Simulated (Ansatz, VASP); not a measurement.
**Two plane-wave programs on CsHfS2**

Contents of INCAR:

```
SYSTEM = CsHfS2
PREC = Accurate
ENCUT = 600
EDIFF = 1E-6
ISMEAR = 0
SIGMA = 0.1
LREAL = .False.
LASPH = .True.
NELM = 80
ALGO = Normal
ISIF = 3
LWAVE = .False.
LCHARG = .False.
GGA = PE
IBRION = 2
NSW = 100
EDIFFG = -0.01
```

The input KPOINTS:

```
Automatic mesh
0
Gamma
  12 12 6
  0 0 0
```

File POSCAR:

```
CsHfS2
1.0
    3.6816110000      0.0000000000      0.0000000000
   -1.8408055000      3.1883687000      0.0000000000
    0.0000000000      0.0000000000      8.4422940000
Cs Hf S
1 1 2
Direct
    0.6666667000      0.3333333000      0.5000000000
    0.6666667000      0.3333333000      0.0000000000
    0.0000000000      0.0000000000      0.1831740000
    0.0000000000      0.0000000000      0.8168260000
```

Input for Ansatz:

```yaml
crystal:
  lattice:
    - [3.681611, 0.0, 0.0]
    - [-1.8408055, 3.1883687, 0.0]
    - [0.0, 0.0, 8.442294]
  atoms:
    - { symbol: Cs, position: [0.6666667, 0.3333333, 0.5] }
    - { symbol: Hf, position: [0.6666667, 0.3333333, 0.0] }
    - { symbol: S, position: [0.0, 0.0, 0.183174] }
    - { symbol: S, position: [0.0, 0.0, 0.816826] }
basis:
  ecutwfc: 420
kpoints:
  mp_grid: { grid: [12, 12, 6] }
hamiltonian:
  xc: pbe
scf:
  occupations: { method: gaussian, width: 0.1 }
output:
  forces: true
  stress: true
  eigenvalues: true
  write_density: true
  write_potential: true
  elf: true
  volumetric_format: npy
relax:
  adjacent_minimum: "off"
  f_tol: 0.01
  max_steps: 80
  cell: { stress_tol: 0.05 }
```

Alike in both runs: task relaxation of cell and atoms; functional PBE; k mesh 12 × 12 × 6; occupations gaussian, width 0.1 eV; no spin polarisation.

|  | VASP | Ansatz |
| --- | --- | --- |
| version | VASP 6.6.1 | Ansatz 0.2.0 |
| potentials or method | VASP PAW PBE potentials, release 64 (Cs_sv, Hf_pv, S), cutoff 600 eV | scalar-relativistic, plane waves, PAW |
| valence electrons in the cell | 31 | 47 |

```tsv
	VASP	Ansatz	Ansatz less VASP
gap on the k mesh at the Fermi level, each at its own relaxed structure (eV)	none	none	-
relaxed volume (Å³/atom)	24.71	24.77	+0.067
relaxed cell length with the largest relative difference (Å)	3.677	3.682	+0.0045
```

A gap of «none» marks a metal or a gap that the smearing closes. VASP's potentials hold 31 valence electrons a cell and Ansatz's 47, so a difference there can come from the potentials and not from the codes.

Neither program's run includes spin-orbit coupling.
